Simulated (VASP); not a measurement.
A run of VASP 6.6.1:

The input INCAR:

```
PREC     = Accurate       # precision mode
ENCUT    = 520            # plane-wave cutoff, eV
EDIFF    = 1E-8           # SCF threshold, eV
ISMEAR   = -1             # smearing method
SIGMA    = 0.03           # smearing width, eV
LREAL    = False          # projectors in reciprocal space
LASPH    = True           # aspherical terms in the spheres
NELM     = 100            # most SCF steps
ALGO     = Normal         # electronic algorithm
ISIF     = 2              # what is computed and relaxed
LWAVE    = False          # write WAVECAR
LCHARG   = False          # write CHGCAR
GGA      = PS             # functional
LEFG     = True         
NBANDS   = 20             # bands
```

KPOINTS

```
Automatic mesh
0
Gamma
  14 14 11
```

Contents of POSCAR:

```
Ga
1.0
    1.3713776018     -3.9926622658      0.0000000000
    1.3713776018      3.9926622658      0.0000000000
   -0.1164629786      0.0000000000      3.3019460719
Ga
2
Direct
    0.8690000000      0.1310000000      0.2500000000
    0.1310000000      0.8690000000      0.7500000000
```

Potentials or basis: VASP PAW PBE potentials, release 64 (Ga_d).

The run is started by

```bash
$ cat potpaw_PBE.64/Ga_d/POTCAR > POTCAR
$ mpirun -np 1 vasp_std > vasp.out
```

Hardware: 1 thread of Intel(R) Xeon(R) Platinum 8259CL CPU @ 2.50GHz (Skylake/Cascade Lake) (shared host).

Question: How long does it take, and how much memory?

Answer: Wall time 6.5 min on 1 thread of Intel(R) Xeon(R) Platinum 8259CL CPU @ 2.50GHz (Skylake/Cascade Lake), on a shared host, peak memory 0.44 GiB. Counts: scf iterations 12, k points 582.
